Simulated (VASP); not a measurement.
Input of a VASP 6.6.1 run:

INCAR

```
SYSTEM = HfC
PREC = Accurate
ENCUT = 520
EDIFF = 1E-6
ISMEAR = 0
SIGMA = 0.15
LREAL = .False.
LASPH = .True.
NELM = 80
ALGO = Normal
ISIF = 2
LWAVE = .False.
LCHARG = .True.
GGA = PE
LELF = .True.
LVHAR = .True.
NBANDS = 14
```

File KPOINTS:

```
Automatic mesh
0
Gamma
  18 18 18
  0 0 0
```

The input POSCAR:

```
HfC
1.0
    0.0000000000      2.3250000000      2.3598750000
    2.3250000000      0.0000000000      2.3598750000
    2.3250000000      2.3250000000      0.0000000000
Hf C
1 1
Direct
    0.5000000000      0.5000000000      0.5000000000
    0.0000000000      0.0000000000      0.0000000000
```

Potentials or basis: VASP PAW PBE potentials, release 64 (Hf_pv, C).

Run with:

```bash
$ cat potpaw_PBE.64/Hf_pv/POTCAR potpaw_PBE.64/C/POTCAR > POTCAR
$ mpirun -np 1 vasp_std > vasp.out
```

Task: Estimate the pressure.

Result: -3.8 GPa.

Task: What does it give for the band gap on the k mesh?

Result: Zero (bands 7 and 8 overlap by 1.46 eV).

Stress tensor (GPa, compression positive):
```
-1.96  0.00  0.00
 0.00 -1.96  0.00
 0.00  0.00 -7.46
```

Caveat: the cell differs from its parent crystal (strain +0.000 along x and y, +0.015 along z); the cell stands under tension; spin-orbit coupling is left out, which moves the levels of the heavy elements.
